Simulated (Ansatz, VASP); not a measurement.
**ZnSe2 in VASP and in Ansatz**

POSCAR

```
ZnSe2
1.0
    1.8512452354      1.0688169350      5.1527373194
   -1.8512452354      1.0688169350      5.1527373194
    0.0000000000     -2.1376338700      5.1527373194
Zn Se
1 2
Direct
    0.0000000000      0.0000000000      0.0000000000
    0.7592420548      0.7592420548      0.7592420548
    0.2407579452      0.2407579452      0.2407579452
```

The input INCAR.step1:

```
SYSTEM = ZnSe2
PREC     = Accurate       ! precision mode
ENCUT    = 600            ! plane-wave cutoff, eV
ISMEAR   = 0              ! smearing method
SIGMA    = 0.1            ! smearing width, eV
LREAL    = .False.        ! projectors in reciprocal space
LASPH    = .True.         ! aspherical terms in the spheres
NELM     = 80             ! most SCF steps
GGA      = PE             ! functional
ALGO     = Normal         ! electronic algorithm
EDIFF    = 1E-4           ! SCF threshold, eV
LWAVE    = .True.         ! write WAVECAR
LCHARG   = .False.        ! write CHGCAR
KPAR     = 4
```

The input INCAR.step2:

```
SYSTEM = ZnSe2
PREC     = Accurate       ! precision mode
ENCUT    = 600            ! plane-wave cutoff, eV
EDIFF    = 1E-6           ! SCF threshold, eV
ISMEAR   = 0              ! smearing method
SIGMA    = 0.1            ! smearing width, eV
LREAL    = .False.        ! projectors in reciprocal space
LASPH    = .True.         ! aspherical terms in the spheres
NELM     = 80             ! most SCF steps
ALGO     = Normal         ! electronic algorithm
ISIF     = 3              ! what is computed and relaxed
LWAVE    = .False.        ! write WAVECAR
LCHARG   = .False.        ! write CHGCAR
METAGGA  = R2SCAN         ! meta-GGA
LMIXTAU  = .True.       
IBRION   = 2              ! ionic algorithm
NSW      = 100            ! ionic steps
EDIFFG   = -0.01          ! ionic threshold
ISTART   = 1            
KPAR     = 4
```

The input KPOINTS:

```
Automatic mesh
0
Gamma
  12 12 12
  0 0 0
```

Input for Ansatz:

```yaml
crystal:
  lattice:
    - [1.8512452354, 1.068816935, 5.1527373194]
    - [-1.8512452354, 1.068816935, 5.1527373194]
    - [0.0, -2.13763387, 5.1527373194]
  atoms:
    - { symbol: Zn, position: [0.0, 0.0, 0.0] }
    - { symbol: Se, position: [0.7592420548, 0.7592420548, 0.7592420548] }
    - { symbol: Se, position: [0.2407579452, 0.2407579452, 0.2407579452] }
basis:
  ecutwfc: 500
kpoints:
  mp_grid: { grid: [12, 12, 12] }
hamiltonian:
  xc: r2scan
scf:
  occupations: { method: gaussian, width: 0.1 }
output:
  forces: true
  stress: true
  eigenvalues: true
relax:
  adjacent_minimum: "off"
  f_tol: 0.01
  max_steps: 80
  cell: { stress_tol: 0.05 }
```

Alike in both runs: task relaxation of cell and atoms; functional r2SCAN; k mesh 12 × 12 × 12; occupations gaussian, width 0.1 eV; no spin polarisation.

|  | VASP | Ansatz |
| --- | --- | --- |
| version | VASP 6.6.1 | Ansatz 0.2.0 |
| potentials or method | VASP PAW PBE potentials, release 64 (Zn, Se), cutoff 600 eV | scalar-relativistic, plane waves, PAW |
| valence electrons in the cell | 24 | 44 |

Ansatz gave:

```
gap on the k mesh at the Fermi level, each at its own relaxed structure (eV) : none
relaxed volume (Å³/atom)                                                     : 20.44
relaxed length of the cell vector where the two differ most in proportion (Å)              : 5.584
```

Task: Which values does VASP return?

Result: gap on the k mesh at the Fermi level, each at its own relaxed structure (eV): none; relaxed volume (Å³/atom): 20.45; relaxed length of the cell vector where the two differ most in proportion (Å): 5.584.

VASP's potentials were made for PBE, not for r2SCAN. A gap of «none» marks a metal or a gap that the smearing closes. VASP's potentials hold 24 valence electrons a cell and Ansatz's 44, so a difference there can come from the potentials and not from the codes.
